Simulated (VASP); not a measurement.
# C in VASP: settings compared

Aim: see how the results for C move with the level of theory and the settings. Levels: PBE, r2SCAN, HSE06. Tasks: single point.

All numbers are computed with VASP 6.6.1; they aren't measurements. Logs are shortened: lines on timing, memory, paths and dates and some standing lists are left out, and cuts for length are marked.

## Step 1: The cell of the first run

It takes space group Fd-3m (No. 227, cubic). Conventional cell: a = 3.756 Å, b = 3.756 Å, c = 3.756 Å, α = 90.00°, β = 90.00°, γ = 90.00°. Within 2.2 Å of C (site symmetry -43m) lie 4 C at 1.63 Å.

## Step 2: Single point, PBE (strain +5.5%)

File INCAR:

```
ALGO = Normal ; EDIFF = 1E-6
ENCUT = 520 ; GGA = PE
ISIF = 2 ; ISMEAR = -1
LASPH = T ; LCHARG = F
LREAL = F ; LWAVE = F
NBANDS = 11 ; NELM = 100
PREC = Accurate ; SIGMA = 0.02
```

File KPOINTS:

```
k-points
0
Gamma
  12 12 12
```

File POSCAR:

```
C
1.0
    0.0000000000      1.8778529565      1.8778529565
    1.8778529565      0.0000000000      1.8778529565
    1.8778529565      1.8778529565      0.0000000000
C
2
Direct
    0.0000000000      0.0000000000      0.0000000000
    0.2500000000      0.2500000000      0.2500000000
```

Potentials or basis: VASP PAW PBE potentials, release 64 (C).

On the command line:

```sh
$ cat potpaw_PBE.64/C/POTCAR > POTCAR
$ mpirun -np 1 vasp_std > vasp.out
```

OUTCAR:

```text
EDIFF = 1E-6
   ENCUT = 520
   GGA = PE
   ISIF = 2
   ISMEAR = -1
   LASPH = T
   LREAL = F
   NELM = 100
   PREC = Accurate

 ion  position               nearest neighbor table
   1  0.000  0.000  0.000-   2 1.63   2 1.63   2 1.63   2 1.63
   2  0.250  0.250  0.250-   1 1.63   1 1.63   1 1.63   1 1.63

  LATTYP: Found a face centered cubic cell.
 ALAT       =     3.7557059130

  Lattice vectors:

 A1 = (   0.0000000000,   1.8778529565,   1.8778529565)
 A2 = (   1.8778529565,   0.0000000000,   1.8778529565)
 A3 = (   1.8778529565,   1.8778529565,   0.0000000000)

Analysis of symmetry for initial positions (statically):
=====================================================================
 Subroutine PRICEL returns:
 Original cell was already a primitive cell.

 Routine SETGRP: Setting up the symmetry group for a
 face centered cubic supercell.

 Subroutine GETGRP returns: Found 48 space group operations
 (whereof 24 operations were pure point group operations)
 out of a pool of 48 trial point group operations.

The static configuration has the point symmetry T_d .
 The point group associated with its full space group is O_h .

Analysis of symmetry for dynamics (positions and initial velocities):
=====================================================================
 Subroutine PRICEL returns:
 Original cell was already a primitive cell.

 Routine SETGRP: Setting up the symmetry group for a
 face centered cubic supercell.

 Subroutine GETGRP returns: Found 48 space group operations
 (whereof 24 operations were pure point group operations)
 out of a pool of 48 trial point group operations.

The dynamic configuration has the point symmetry T_d .
 The point group associated with its full space group is O_h .

 Subroutine INISYM returns: Found 48 space group operations
 (whereof 24 operations are pure point group operations),
 and found     1 'primitive' translations

----------------------------------------------------------------------------------------

                                     Primitive cell

  volume of cell :      13.2439

  direct lattice vectors                    reciprocal lattice vectors
     0.000000000  1.877852956  1.877852956    -0.266261529  0.266261529  0.266261529
     1.877852956  0.000000000  1.877852956     0.266261529 -0.266261529  0.266261529
     1.877852956  1.877852956  0.000000000     0.266261529  0.266261529 -0.266261529

  length of vectors
     2.655685119  2.655685119  2.655685119     0.461178497  0.461178497  0.461178497

  position of ions in fractional coordinates (direct lattice)
     0.000000000  0.000000000  0.000000000
     0.250000000  0.250000000  0.250000000

  ion indices of the primitive-cell ions
   primitive index   ion index
                 1           1
                 2           2

----------------------------------------------------------------------------------------

 KPOINTS: k-points

Automatic generation of k-mesh.
 Grid dimensions read from file:
 generate k-points for:   12   12   12

 Generating k-lattice:

  Cartesian coordinates                     Fractional coordinates (reciprocal lattice)
    -0.022188461  0.022188461  0.022188461     0.083333333  0.000000000  0.000000000
     0.022188461 -0.022188461  0.022188461     0.000000000  0.083333333  0.000000000
     0.022188461  0.022188461 -0.022188461     0.000000000  0.000000000  0.083333333

  Length of vectors
     0.038431541  0.038431541  0.038431541

  Shift w.r.t. Gamma in fractional coordinates (k-lattice)
     0.000000000  0.000000000  0.000000000

 Subroutine IBZKPT returns following result:
 ===========================================

 Found     72 irreducible k-points:

 Following reciprocal coordinates:
            Coordinates               Weight
  0.000000  0.000000  0.000000      1.000000
  0.083333  0.000000  0.000000      8.000000
  0.166667  0.000000  0.000000      8.000000
  0.250000  0.000000  0.000000      8.000000
  0.333333  0.000000  0.000000      8.000000
  0.416667  0.000000  0.000000      8.000000
[... 16 lines left out ...]
  0.500000  0.166667  0.000000     24.000000
 -0.416667  0.166667  0.000000     24.000000
 [... further k-points ...]
   k-points           NKPTS =     72   k-points in BZ     NKDIM =     72   number of bands    NBANDS=     11
   number of dos      NEDOS =    301   number of ions     NIONS =      2
   total plane-waves  NPLWV =   8000
   dimension x,y,z NGX =    20 NGY =   20 NGZ =   20
   dimension x,y,z NGXF=    40 NGYF=   40 NGZF=   40
   ions per type =               2
   NGX,Y,Z   is equivalent  to a cutoff of  12.52, 12.52, 12.52 a.u.
   NGXF,Y,Z  is equivalent  to a cutoff of  25.04, 25.04, 25.04 a.u.
 SYSTEM =  unknown system
   PREC   = accura    normal or accurate (medium, high low for compatibility)
   ISTART =      0    job   : 0-new  1-cont  2-samecut
   ICHARG =      2    charge: 1-file 2-atom 10-const
   ISPIN  =      1    spin polarized calculation?
   LNONCOLLINEAR =      F non collinear calculations
   LSORBIT =      F    spin-orbit coupling
   LASPH  =      T    aspherical Exc in radial PAW
   ENCUT  =  520.0 eV  38.22 Ry    6.18 a.u.   4.94  4.94  4.94*2*pi/ulx,y,z
   NELM   =    100;   NELMIN=  2; NELMDL= -5     # of ELM steps
   EDIFF  = 0.1E-05   stopping-criterion for ELM
   LREAL  =      F    real-space projection
   EDIFFG = 0.1E-04   stopping-criterion for IOM
   NSW    =      0    number of steps for IOM
   IBRION =     -1    ionic relax: 0-MD 1-quasi-New 2-CG
   NFREE  =      0    steps in history (QN), initial steepest desc. (CG)
   ISIF   =      2    stress and relaxation
   ISYM   =      2    0-nonsym 1-usesym 2-fastsym
   POTIM  = 0.5000    time-step for ionic-motion
   TEBEG  =    0.0;   TEEND  =   0.0 temperature during run
   PSTRESS=    0.0 pullay stress
   NELECT =       8.0000    total number of electrons
   NUPDOWN=      -1.0000    fix difference up-down
   EMIN   =  10.00;   EMAX   =-10.00  energy-range for DOS
   EFERMI =   0.00;   METHOD = LEGACY
   ISMEAR =    -1;   SIGMA  =   0.02  broadening in eV -4-tet -1-fermi 0-gaus
   EFERMI_NEDOS =   21; number of points for ismear=-14 and -15
   IALGO  =     38    algorithm
   IMIX   =      4    mixing-type and parameters
     AMIX     =   0.40;   BMIX     =  1.00
     AMIX_MAG =   1.60;   BMIX_MAG =  1.00
  volume/ion in A,a.u.               =       6.62        44.69
  Fermi-wavevector in a.u.,A,eV,Ry     =   1.383885  2.615163 26.057019  1.915137
  Thomas-Fermi vector in A             =   2.508441
   LORBIT       =      0    0 simple, 1 ext, 2 COOP (PROOUT), +10 PAW based schemes
   GGA     = PE    functional components
   LHFCALC =     F    Hartree Fock is set to
   AEXX    =    0.0000 exact exchange contribution
   IVDW    =     0    specifies the selected vdW correction
   LEPSILON=     F    determine dielectric tensor
   LRPA    =     F    only Hartree local field effects (RPA)
 non-spin polarized calculation
  energy-cutoff  :      520.00
  volume of cell :       13.24
 maximum number of plane-waves:       368
   NGX =  9   NGY =  9   NGZ =  9

 number of electron       7.9999999 magnetization

 Free energy of the ion-electron system (eV)
  ---------------------------------------------------
  ext. energy  EPLUGINS =         0.00000000
  ---------------------------------------------------
  free energy    TOTEN  =       -17.87210319 eV

  energy without entropy =      -17.87210319  energy(sigma->0) =      -17.87210319

 E-fermi :   8.0328     XC(G=0): -12.4865

 val. band max:        7.6154859111   @ k =   0.0000   0.0000   0.0000
 cond. band min:      11.4280378989   @ k =   0.3333   0.3333   0.0000
 fundamental gap:      3.8125519878
 Fermi energy:         8.0328130968

 k-point     1 :       0.0000    0.0000    0.0000
  band No.  band energies     occupation
      1     -11.8917      2.00000
      2       7.6155      2.00000
      3       7.6155      2.00000
      4       7.6155      2.00000
      5      12.7817      0.00000
      6      12.7817      0.00000
      7      12.7817      0.00000
      8      17.5847      0.00000
      9      25.0533      0.00000
     10      32.5243      0.00000
     11      32.5243      0.00000

 k-point     2 :       0.0833    0.0000    0.0000
  band No.  band energies     occupation
      1     -11.7193      2.00000
      2       6.5231      2.00000
      3       7.3448      2.00000
      4       7.3448      2.00000
      5      13.1368      0.00000
      6      13.1368      0.00000
      7      13.3212      0.00000
      8      17.8550      0.00000
      9      25.3555      0.00000
     10      30.6639      0.00000
     11      30.6639      0.00000

 k-point     3 :       0.1667    0.0000    0.0000
  band No.  band energies     occupation
      1     -11.2050      2.00000
      2       4.2509      2.00000
      3       6.7467      2.00000
      4       6.7467      2.00000
      5      13.9245      0.00000
      6      13.9245      0.00000
      7      14.0098      0.00000
      8      18.6654      0.00000
      9      26.0030      0.00000
     10      29.2351      0.00000
     11      29.2351      0.00000

 k-point     4 :       0.2500    0.0000    0.0000
  band No.  band energies     occupation
      1     -10.3592      2.00000
      2       1.7037      2.00000
      3       6.1200      2.00000
      4       6.1200      2.00000
      5      14.3299      0.00000
      6      14.6919      0.00000
      7      14.6919      0.00000
      8      19.7983      0.00000
      9      26.4361      0.00000
     10      28.8065      0.00000
     11      28.8065      0.00000

 k-point     5 :       0.3333    0.0000    0.0000
  band No.  band energies     occupation
      1      -9.2100      2.00000
      2      -0.7789      2.00000
      3       5.6174      2.00000
      4       5.6174      2.00000
      5      14.4353      0.00000
      6      15.1747      0.00000
      7      15.1747      0.00000
      8      20.8788      0.00000
      9      26.6053      0.00000
     10      29.4178      0.00000
     11      29.4178      0.00000
[... 211 lines left out ...]
 k-point    21 :       0.3333    0.1667    0.0000
  band No.  band energies     occupation
      1      -9.4104      2.00000
      2       1.0858      2.00000
      3       4.3397      2.00000
      4       4.5197      2.00000
      5      13.0805      0.00000
      6      16.6827      0.00000
      7      17.2923      0.00000
      8      18.2315      0.00000
      9      26.2447      0.00000
     10      27.3108      0.00000
     11      32.8499      0.00000

 k-point    22 :       0.4167    0.1667    0.0000
  band No.  band energies     occupation
      1      -8.1870      2.00000
      2      -1.1758      2.00000
      3       3.7864      2.00000
      4       4.1421      2.00000
      5      13.6768      0.00000
      6      16.8670      0.00000
      7      17.4685      0.00000
      8      19.0934      0.00000
      9      26.8049      0.00000
     10      27.5944      0.00000
     11      32.9733      0.00000

 k-point    23 :       0.5000    0.1667    0.0000
  band No.  band energies     occupation
      1      -6.8612      2.00000
      2      -3.0898      2.00000
      3       3.1683      2.00000
      4       4.2096      2.00000
      5      14.0516      0.00000
      6      16.9585      0.00000
      7      17.2806      0.00000
      8      20.4036      0.00000
      9      26.0011      0.00000
     10      28.7830      0.00000
     11      32.1706      0.00000

 k-point    24 :      -0.4167    0.1667    0.0000
  band No.  band energies     occupation
      1      -6.5371      2.00000
      2      -3.4899      2.00000
      3       2.7566      2.00000
      4       4.5300      2.00000
      5      14.3991      0.00000
      6      16.8632      0.00000
      7      16.9887      0.00000
      8      21.2338      0.00000
      9      25.4329      0.00000
     10      29.5029      0.00000
     11      30.1684      0.00000

 [... further k-points ...]

------------------------ aborting loop because EDIFF is reached ----------------------------------------

  FORCE on cell =-STRESS in cart. coord.  units (eV):
  Direction    XX          YY          ZZ          XY          YZ          ZX
  --------------------------------------------------------------------------------------
  -------------------------------------------------------------------------------------
  Total       -4.0456518     -4.0456518     -4.0456518      0.0000000     -0.0000000      0.0000000
  in kB     -489.4229608   -489.4229608   -489.4229608      0.0000000     -0.0000000      0.0000000
  external PRESSURE =    -489.4229608 kB  Pullay stress =       0.0000000 kB

 VOLUME and BASIS-vectors are now :
 -----------------------------------------------------------------------------
  energy-cutoff  :      520.00
  volume of cell :       13.24
      direct lattice vectors                 reciprocal lattice vectors
     0.000000000  1.877852956  1.877852956    -0.266261529  0.266261529  0.266261529
     1.877852956  0.000000000  1.877852956     0.266261529 -0.266261529  0.266261529
     1.877852956  1.877852956  0.000000000     0.266261529  0.266261529 -0.266261529

 POSITION                                       TOTAL-FORCE (eV/Angst)
 -----------------------------------------------------------------------------------
      0.00000      0.00000      0.00000        -0.000000     -0.000000     -0.000000
      0.93893      0.93893      0.93893         0.000000      0.000000      0.000000
 -----------------------------------------------------------------------------------
    total drift:                                0.000000      0.000000      0.000000

  FREE ENERGIE OF THE ION-ELECTRON SYSTEM (eV)
  ---------------------------------------------------
  free  energy   TOTEN  =       -17.8721031901 eV

  energy  without entropy=      -17.8721031901  energy(sigma->0) =      -17.87210319
```

Wall time 16 s (1 thread of Intel Xeon 8259CL, shared host); peak memory 0.12 GiB.

Results:

```yaml
Free_energy: -17.8721 eV
Pressure: -48.9 GPa
Band_gap_on_the_k_mesh: 3.81 eV (least direct gap 5.17 eV)
```

Levels at points of the mesh, in eV from the valence-band top:
```
           k point  band 1  band 2  band 3  band 4  band 5  band 6  band 7  band 8  band 9
(0.00, 0.00, 0.00)  -19.51    0.00    0.00    0.00    5.17    5.17    5.17    9.97   17.44
(0.50, 0.00, 0.00)  -14.57  -11.78   -2.42   -2.42    6.85    7.80    7.80   14.20   19.82
(0.50, 0.50, 0.00)  -11.75  -11.75   -5.42   -5.42    4.42    4.42   14.58   14.58   20.56
```

Caveat: the cell differs from its parent crystal (strain +5.5%); the cell stands under tension.

(Part 1 of 3 ends here.)
